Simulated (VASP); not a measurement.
# Ca3Bi (P6/mmm) in VASP: notebook

Runs on Ca3Bi. Level: PBE. Tasks: relaxation of cell and atoms, single point.

Everything below comes from runs of VASP 6.6.1. Logs are shortened: lines on timing, memory, paths and dates and some standing lists are left out, and cuts for length are marked.

### Step 1. The cell of the first run

It takes space group P6/mmm (No. 191, hexagonal). Conventional cell: a = 6.679 Å, b = 6.679 Å, c = 3.566 Å, α = 90.00°, β = 90.00°, γ = 120.00°. Ca (site symmetry mmm) has 6 Ca at 3.34 to 3.57 Å and 4 Bi at 3.79 Å within 4.4 Å. Bi (site symmetry 6/mmm) has 2 Bi at 3.57 Å and 12 Ca at 3.79 Å within 4.7 Å.

The cell was generated, and may not be a known phase.

### Step 2. Relaxation of cell and atoms, PBE

INCAR

```
SYSTEM = Ca3Bi
PREC = Accurate ; ENCUT = 600
EDIFF = 1E-6 ; ISMEAR = 0
SIGMA = 0.1 ; LREAL = .False.
LASPH = .True. ; NELM = 100
ALGO = Fast ; ISIF = 3
LWAVE = .False. ; LCHARG = .False.
GGA = PE ; IBRION = 2
NSW = 90 ; EDIFFG = -0.04
```

KPOINTS

```
Automatic mesh
0
Gamma
  3 3 6
  0 0 0
```

POSCAR

```
Ca3Bi
1.0
    6.6787341931      0.0000000000      0.0000000000
   -3.3393670966      5.7839534764      0.0000000000
    0.0000000000      0.0000000000      3.5664803933
Ca Bi
3 1
Direct
    0.0000000000      0.5000000000      0.5000000000
    0.5000000000      0.5000000000      0.5000000000
    0.5000000000      0.0000000000      0.5000000000
    0.0000000000      0.0000000000      0.0000000000
```

Potentials or basis: VASP PAW PBE potentials, release 64 (Ca_sv, Bi_d).

On the command line:

```console
$ cat potpaw_PBE.64/Ca_sv/POTCAR potpaw_PBE.64/Bi_d/POTCAR > POTCAR
$ mpirun -np 1 vasp_std > vasp.out
```

OUTCAR:

```text
SYSTEM = Ca3Bi
   PREC = Accurate
   ENCUT = 600
   EDIFF = 1E-6
   ISMEAR = 0
   LREAL = .False.
   LASPH = .True.
   NELM = 100
   ISIF = 3
   GGA = PE
   IBRION = 2
   NSW = 90
   EDIFFG = -0.04

 ion  position               nearest neighbor table
   1  0.000  0.500  0.500-
   2  0.500  0.500  0.500-
   3  0.500  0.000  0.500-
   4  0.000  0.000  0.000-

  LATTYP: Found a hexagonal cell.
 ALAT       =     6.6787341931
 C/A-ratio  =     0.5340054403

  Lattice vectors:

 A1 = (   6.6787341931,   0.0000000000,   0.0000000000)
 A2 = (  -3.3393670966,   5.7839534764,   0.0000000000)
 A3 = (   0.0000000000,   0.0000000000,   3.5664803933)

Analysis of symmetry for initial positions (statically):
=====================================================================
 Subroutine PRICEL returns:
 Original cell was already a primitive cell.

 Routine SETGRP: Setting up the symmetry group for a
 hexagonal supercell.

 Subroutine GETGRP returns: Found 24 space group operations
 (whereof 24 operations were pure point group operations)
 out of a pool of 24 trial point group operations.

The static configuration has the point symmetry D_6h.

Analysis of symmetry for dynamics (positions and initial velocities):
=====================================================================
 Subroutine PRICEL returns:
 Original cell was already a primitive cell.

 Routine SETGRP: Setting up the symmetry group for a
 hexagonal supercell.

 Subroutine GETGRP returns: Found 24 space group operations
 (whereof 24 operations were pure point group operations)
 out of a pool of 24 trial point group operations.

The dynamic configuration has the point symmetry D_6h.

 Subroutine INISYM returns: Found 24 space group operations
 (whereof 24 operations are pure point group operations),
 and found     1 'primitive' translations

----------------------------------------------------------------------------------------

                                     Primitive cell

  volume of cell :     137.7713

  direct lattice vectors                    reciprocal lattice vectors
     6.678734193  0.000000000  0.000000000     0.149728971  0.086446062  0.000000000
    -3.339367097  5.783953476  0.000000000     0.000000000  0.172892124  0.000000000
     0.000000000  0.000000000  3.566480393     0.000000000  0.000000000  0.280388475

  length of vectors
     6.678734193  6.678734193  3.566480393     0.172892124  0.172892124  0.280388475

  position of ions in fractional coordinates (direct lattice)
     0.000000000  0.500000000  0.500000000
     0.500000000  0.500000000  0.500000000
     0.500000000  0.000000000  0.500000000
     0.000000000  0.000000000  0.000000000

  ion indices of the primitive-cell ions
   primitive index   ion index
                 1           1
                 2           2
                 3           3
                 4           4

----------------------------------------------------------------------------------------

 KPOINTS: Automatic mesh

Automatic generation of k-mesh.
 Grid dimensions read from file:
 generate k-points for:    3    3    6

 Generating k-lattice:

  Cartesian coordinates                     Fractional coordinates (reciprocal lattice)
     0.049909657  0.028815354  0.000000000     0.333333333  0.000000000  0.000000000
     0.000000000  0.057630708  0.000000000     0.000000000  0.333333333  0.000000000
     0.000000000  0.000000000  0.046731413     0.000000000  0.000000000  0.166666667

  Length of vectors
     0.057630708  0.057630708  0.046731413

  Shift w.r.t. Gamma in fractional coordinates (k-lattice)
     0.000000000  0.000000000  0.000000000

 Subroutine IBZKPT returns following result:
 ===========================================

 Found     12 irreducible k-points:

 Following reciprocal coordinates:
            Coordinates               Weight
  0.000000  0.000000  0.000000      1.000000
  0.333333 -0.000000  0.000000      6.000000
  0.333333  0.333333  0.000000      2.000000
  0.000000  0.000000  0.166667      2.000000
  0.333333 -0.000000  0.166667     12.000000
  0.333333  0.333333  0.166667      4.000000
  0.000000  0.000000  0.333333      2.000000
  0.333333 -0.000000  0.333333     12.000000
  0.333333  0.333333  0.333333      4.000000
  0.000000  0.000000  0.500000      1.000000
  0.333333 -0.000000  0.500000      6.000000
  0.333333  0.333333  0.500000      2.000000
   k-points           NKPTS =     12   k-points in BZ     NKDIM =     12   number of bands    NBANDS=     27
   number of dos      NEDOS =    301   number of ions     NIONS =      4
   total plane-waves  NPLWV =  81648
   dimension x,y,z NGX =    54 NGY =   54 NGZ =   28
   dimension x,y,z NGXF=   108 NGYF=  108 NGZF=   56
   ions per type =               3   1
   NGX,Y,Z   is equivalent  to a cutoff of  13.44, 13.44, 13.05 a.u.
   NGXF,Y,Z  is equivalent  to a cutoff of  26.88, 26.88, 26.10 a.u.
 SYSTEM =  Ca3Bi
   PREC   = accura    normal or accurate (medium, high low for compatibility)
   ISTART =      0    job   : 0-new  1-cont  2-samecut
   ICHARG =      2    charge: 1-file 2-atom 10-const
   ISPIN  =      1    spin polarized calculation?
   LNONCOLLINEAR =      F non collinear calculations
   LSORBIT =      F    spin-orbit coupling
   LASPH  =      T    aspherical Exc in radial PAW
   ENCUT  =  600.0 eV  44.10 Ry    6.64 a.u.  13.34 13.34  7.12*2*pi/ulx,y,z
   NELM   =    100;   NELMIN=  2; NELMDL= -5     # of ELM steps
   EDIFF  = 0.1E-05   stopping-criterion for ELM
   LREAL  =      F    real-space projection
   EDIFFG = -.4E-01   stopping-criterion for IOM
   NSW    =     90    number of steps for IOM
   IBRION =      2    ionic relax: 0-MD 1-quasi-New 2-CG
   NFREE  =      1    steps in history (QN), initial steepest desc. (CG)
   ISIF   =      3    stress and relaxation
   ISYM   =      2    0-nonsym 1-usesym 2-fastsym
   POTIM  = 0.5000    time-step for ionic-motion
   TEBEG  =    0.0;   TEEND  =   0.0 temperature during run
   PSTRESS=    0.0 pullay stress
   NELECT =      45.0000    total number of electrons
   NUPDOWN=      -1.0000    fix difference up-down
   EMIN   =  10.00;   EMAX   =-10.00  energy-range for DOS
   EFERMI =   0.00;   METHOD = LEGACY
   ISMEAR =     0;   SIGMA  =   0.10  broadening in eV -4-tet -1-fermi 0-gaus
   EFERMI_NEDOS =   21; number of points for ismear=-14 and -15
   IALGO  =     68    algorithm
   IMIX   =      4    mixing-type and parameters
     AMIX     =   0.40;   BMIX     =  1.00
     AMIX_MAG =   1.60;   BMIX_MAG =  1.00
  volume/ion in A,a.u.               =      34.44       232.43
  Fermi-wavevector in a.u.,A,eV,Ry     =   1.127438  2.130549 17.294595  1.271117
  Thomas-Fermi vector in A             =   2.264124
   LORBIT       =      0    0 simple, 1 ext, 2 COOP (PROOUT), +10 PAW based schemes
   GGA     = PE    functional components
   LHFCALC =     F    Hartree Fock is set to
   AEXX    =    0.0000 exact exchange contribution
   IVDW    =     0    specifies the selected vdW correction
   LEPSILON=     F    determine dielectric tensor
   LRPA    =     F    only Hartree local field effects (RPA)
 conjugate gradient relaxation of ions
 non-spin polarized calculation
 RMM-DIIS sequential band-by-band and
 Gauss-broadening in eV      SIGMA  =   0.10
  energy-cutoff  :      600.00
  volume of cell :      137.77
 maximum number of plane-waves:      4634
 NGX is ok and might be reduce to    54

--------------------------------------- Ionic step        1  -------------------------------------------

 number of electron      45.0000004 magnetization

 Free energy of the ion-electron system (eV)
  ---------------------------------------------------
  ext. energy  EPLUGINS =         0.00000000
  ---------------------------------------------------
  free energy    TOTEN  =       -10.14641634 eV

  energy without entropy =      -10.11757010  energy(sigma->0) =      -10.13199322

------------------------ aborting loop because EDIFF is reached ----------------------------------------

  FORCE on cell =-STRESS in cart. coord.  units (eV):
  Direction    XX          YY          ZZ          XY          YZ          ZX
  --------------------------------------------------------------------------------------
  -------------------------------------------------------------------------------------
  Total        1.1149065      1.1149065     -1.6258273     -0.0000000      0.0000000      0.0000000
  in kB       12.9655293     12.9655293    -18.9071562     -0.0000000      0.0000000      0.0000000
  external PRESSURE =       2.3413008 kB  Pullay stress =       0.0000000 kB

 VOLUME and BASIS-vectors are now :
 -----------------------------------------------------------------------------
  energy-cutoff  :      600.00
  volume of cell :      137.77
      direct lattice vectors                 reciprocal lattice vectors
     6.678734193  0.000000000  0.000000000     0.149728971  0.086446062  0.000000000
    -3.339367097  5.783953476  0.000000000     0.000000000  0.172892124  0.000000000
     0.000000000  0.000000000  3.566480393     0.000000000  0.000000000  0.280388475

 POSITION                                       TOTAL-FORCE (eV/Angst)
 -----------------------------------------------------------------------------------
     -1.66968      2.89198      1.78324         0.000000      0.000000      0.000000
      1.66968      2.89198      1.78324         0.000000      0.000000      0.000000
      3.33937      0.00000      1.78324         0.000000      0.000000      0.000000
      0.00000      0.00000      0.00000         0.000000      0.000000      0.000000
 -----------------------------------------------------------------------------------
    total drift:                                0.000000     -0.000000      0.000000

  FREE ENERGIE OF THE ION-ELECTRON SYSTEM (eV)
  ---------------------------------------------------
  free  energy   TOTEN  =       -10.1464163356 eV
[... 131 lines left out ...]
 VOLUME and BASIS-vectors are now :
 -----------------------------------------------------------------------------
  energy-cutoff  :      600.00
  volume of cell :      140.03
      direct lattice vectors                 reciprocal lattice vectors
     6.910110733 -0.000000000  0.000000000     0.144715481  0.083551522 -0.000000000
    -3.455055367  5.984331438  0.000000000     0.000000000  0.167103044 -0.000000000
     0.000000000  0.000000000  3.386302724     0.000000000  0.000000000  0.295307325

 POSITION                                       TOTAL-FORCE (eV/Angst)
 -----------------------------------------------------------------------------------
     -1.72753      2.99217      1.69315         0.000000     -0.000000      0.000000
      1.72753      2.99217      1.69315        -0.000000      0.000000      0.000000
      3.45506     -0.00000      1.69315        -0.000000      0.000000      0.000000
      0.00000      0.00000      0.00000        -0.000000     -0.000000      0.000000
 -----------------------------------------------------------------------------------
    total drift:                                0.000000     -0.000000      0.000000

  FREE ENERGIE OF THE ION-ELECTRON SYSTEM (eV)
  ---------------------------------------------------
  free  energy   TOTEN  =       -10.2534300529 eV

  energy  without entropy=      -10.2434909524  energy(sigma->0) =      -10.24846050

--------------------------------------- Ionic step        6  -------------------------------------------

 number of electron      45.0000002 magnetization

 Free energy of the ion-electron system (eV)
  ---------------------------------------------------
  ext. energy  EPLUGINS =         0.00000000
  ---------------------------------------------------
  free energy    TOTEN  =       -10.25553224 eV

  energy without entropy =      -10.24539002  energy(sigma->0) =      -10.25046113

 E-fermi :   3.8904     XC(G=0):  -8.6942

 val. band max:        3.8624401067   @ k =   0.3333   0.3333   0.0000
 cond. band min:       3.8965151301   @ k =   0.0000   0.0000   0.1667
 fundamental gap:      0.0340750234
 Fermi energy:         3.8903568681

 k-point     1 :       0.0000    0.0000    0.0000
  band No.  band energies     occupation
      1     -37.9548      2.00000
      2     -37.9197      2.00000
      3     -37.9197      2.00000
      4     -19.1040      2.00000
      5     -19.0813      2.00000
      6     -19.0606      2.00000
[... 19 lines left out ...]
     26       5.2847      0.00000
     27       5.3084      0.00000
[... 341 lines left out ...]
 VOLUME and BASIS-vectors are now :
 -----------------------------------------------------------------------------
  energy-cutoff  :      600.00
  volume of cell :      138.09
      direct lattice vectors                 reciprocal lattice vectors
     6.887253533 -0.000000000  0.000000000     0.145195758  0.083828810 -0.000000000
    -3.443626766  5.964536522 -0.000000000     0.000000000  0.167657620 -0.000000000
     0.000000000  0.000000000  3.361590395    -0.000000000  0.000000000  0.297478242

 POSITION                                       TOTAL-FORCE (eV/Angst)
 -----------------------------------------------------------------------------------
     -1.72181      2.98227      1.68080         0.000000     -0.000000      0.000000
      1.72181      2.98227      1.68080         0.000000      0.000000      0.000000
      3.44363     -0.00000      1.68080         0.000000     -0.000000      0.000000
      3.44363      5.96454     -0.00000        -0.000000      0.000000      0.000000
 -----------------------------------------------------------------------------------
    total drift:                               -0.000000      0.000000      0.000000

  FREE ENERGIE OF THE ION-ELECTRON SYSTEM (eV)
  ---------------------------------------------------
  free  energy   TOTEN  =       -10.2555322355 eV

  energy  without entropy=      -10.2453900217  energy(sigma->0) =      -10.25046113

 reached required accuracy - stopping structural energy minimisation
```

Run time: 11 min. Hardware: 1 thread of Intel Xeon Platinum 8488C (Sapphire Rapids), shared host; peak memory 0.32 GiB.

Results:

- Free energy: -10.2555 eV
- Relaxed volume: 34.52 Å³/atom
- Relaxed cell: a = 6.887 Å, b = 6.887 Å, c = 3.362 Å, α = 90.00°, β = 90.00°, γ = 120.00°
- Space group after relaxing (to 0.1 Å): P6/mmm (No. 191)
- Energy gained by relaxing: 27.3 meV/atom
- Ionic steps: 6
- Pressure after relaxing: 0.0 GPa
- Band gap on the k mesh: zero (an odd number of electrons rules out a gap without spin polarisation)

Stress tensor (GPa, compression positive):
```
-0.11  0.00  0.00
 0.00 -0.11  0.00
 0.00  0.00  0.18
```

The path:
| step | energy change (eV) | largest force (eV/Å) | pressure (GPa) | volume (Å³) |
| --- | --- | --- | --- | --- |
| 1 | 0.0000 | 0.0000 | 0.23 | 137.77 |
| 2 | -0.0571 | 0.0000 | -0.07 | 138.73 |
| 3 | -0.1061 | 0.0000 | -0.36 | 140.17 |
| 4 | -0.1064 | 0.0000 | -0.34 | 139.93 |
| 5 | -0.1070 | 0.0000 | -0.35 | 140.03 |
| 6 | -0.1091 | 0.0000 | -0.02 | 138.09 |

Final structure:
```yaml
crystal:
  lattice:
    - [6.88725, 0.00000, 0.00000]
    - [-3.44363, 5.96454, 0.00000]
    - [0.00000, 0.00000, 3.36159]
  atoms:
    - { symbol: Ca, position: [0.00000, 0.50000, 0.50000] }
    - { symbol: Ca, position: [0.50000, 0.50000, 0.50000] }
    - { symbol: Ca, position: [0.50000, 0.00000, 0.50000] }
    - { symbol: Bi, position: [0.00000, 0.00000, 0.00000] }
```

Caveat: the k points lie up to 0.35 Å⁻¹ apart in the final cell, too coarse for converged energies and pressures of a metal; spin-orbit coupling is left out, which moves the levels of the heavy elements.

### Step 3. Single point, PBE

This run uses another cell than the first one, of the same volume but with other edges.

INCAR

```
ALGO = Fast ; EDIFF = 1E-6
ENCUT = 520 ; GGA = PE
ISIF = 2 ; ISMEAR = 0
LASPH = T ; LCHARG = F
LREAL = F ; LWAVE = F
NBANDS = 30 ; NELM = 100
PREC = Accurate ; SIGMA = 0.1
```

KPOINTS

```
k-points
0
Gamma
  12 12 14
```

POSCAR

```
Ca3Bi
1.0
    6.7848744182      0.0000000000      0.0000000000
   -3.3924372091      5.8758736077      0.0000000000
    0.0000000000      0.0000000000      3.4569478812
Ca Bi
3 1
Direct
    0.0000000000      0.5000000000      0.5000000000
    0.5000000000      0.5000000000      0.5000000000
    0.5000000000      0.0000000000      0.5000000000
    0.0000000000      0.0000000000      0.0000000000
```

Potentials or basis: VASP PAW PBE potentials, release 64 (Ca_sv, Bi_d).

On the command line:

```console
$ cat potpaw_PBE.64/Ca_sv/POTCAR potpaw_PBE.64/Bi_d/POTCAR > POTCAR
$ mpirun -np 1 vasp_std > vasp.out
```

OUTCAR:

```text
EDIFF = 1E-6
   ENCUT = 520
   GGA = PE
   ISIF = 2
   ISMEAR = 0
   LASPH = T
   LREAL = F
   NELM = 100
   PREC = Accurate

 ion  position               nearest neighbor table
   1  0.000  0.500  0.500-
   2  0.500  0.500  0.500-
   3  0.500  0.000  0.500-
   4  0.000  0.000  0.000-

  LATTYP: Found a hexagonal cell.
 ALAT       =     6.7848744182
 C/A-ratio  =     0.5095080127

  Lattice vectors:
[... 195 lines left out ...]
      3     -37.9851      2.00000
      4     -19.2293      2.00000
      5     -19.1325      2.00000
      6     -19.1325      2.00000
[... 781 lines left out ...]
     29       6.2461      0.00000
     30       6.9008      0.00000

 [... further k-points ...]
[... 5 lines left out ...]
  --------------------------------------------------------------------------------------
  -------------------------------------------------------------------------------------
  Total       -0.0145526     -0.0145526     -0.0282411     -0.0000000      0.0000000      0.0000000
  in kB       -0.1691779     -0.1691779     -0.3283104     -0.0000000      0.0000000      0.0000000
  external PRESSURE =      -0.2222220 kB  Pullay stress =       0.0000000 kB

 VOLUME and BASIS-vectors are now :
 -----------------------------------------------------------------------------
  energy-cutoff  :      520.00
  volume of cell :      137.82
      direct lattice vectors                 reciprocal lattice vectors
     6.784874418  0.000000000  0.000000000     0.147386663  0.085093730  0.000000000
    -3.392437209  5.875873608  0.000000000     0.000000000  0.170187459  0.000000000
     0.000000000  0.000000000  3.456947881     0.000000000  0.000000000  0.289272513

 POSITION                                       TOTAL-FORCE (eV/Angst)
 -----------------------------------------------------------------------------------
     -1.69622      2.93794      1.72847         0.000000      0.000000      0.000000
      1.69622      2.93794      1.72847         0.000000      0.000000      0.000000
      3.39244      0.00000      1.72847        -0.000000      0.000000      0.000000
      0.00000      0.00000      0.00000         0.000000      0.000000      0.000000
 -----------------------------------------------------------------------------------
    total drift:                                0.000000      0.000000      0.000000

  FREE ENERGIE OF THE ION-ELECTRON SYSTEM (eV)
  ---------------------------------------------------
  free  energy   TOTEN  =       -10.3709609969 eV

  energy  without entropy=      -10.3623456646  energy(sigma->0) =      -10.36665333
```

OSZICAR:

```text
N       E                     dE             d eps       ncg     rms          rms(c)
DAV:   1     0.481811742542E+03    0.48181E+03   -0.22130E+04  9120   0.146E+03
DAV:   2     0.256309319584E+02   -0.45618E+03   -0.44830E+03  9426   0.450E+02
DAV:   3    -0.723679479916E+01   -0.32868E+02   -0.32053E+02 14096   0.120E+02
[... 26 lines left out ...]
RMM:  30    -0.103709562749E+02   -0.19783E-05   -0.20815E-05  7796   0.933E-03    0.137E-02
RMM:  31    -0.103709578925E+02   -0.16176E-05   -0.15935E-05  8751   0.870E-03    0.128E-02
RMM:  32    -0.103709591972E+02   -0.13046E-05   -0.13585E-05  7760   0.774E-03    0.129E-02
RMM:  33    -0.103709601677E+02   -0.97055E-06   -0.10419E-05  7309   0.693E-03    0.130E-02
RMM:  34    -0.103709609969E+02   -0.82922E-06   -0.89683E-06  6676   0.621E-03
   1 F= -.10370961E+02 E0= -.10366653E+02  d E =-.861533E-02
```

Run time: 16 min. Hardware: 1 thread of Intel Xeon Platinum 8488C (Sapphire Rapids), shared host; peak memory 0.65 GiB.

Results:

| Item | Value |
| --- | --- |
| Free energy | -10.3710 eV |
| Pressure | 0.0 GPa |
| Band gap on the k mesh | zero (an odd number of electrons rules out a gap without spin polarisation) |

Caveat: spin-orbit coupling is left out, which moves the levels of the heavy elements.

The gap in the log of VASP goes by the Fermi energy; the results here count the filled bands.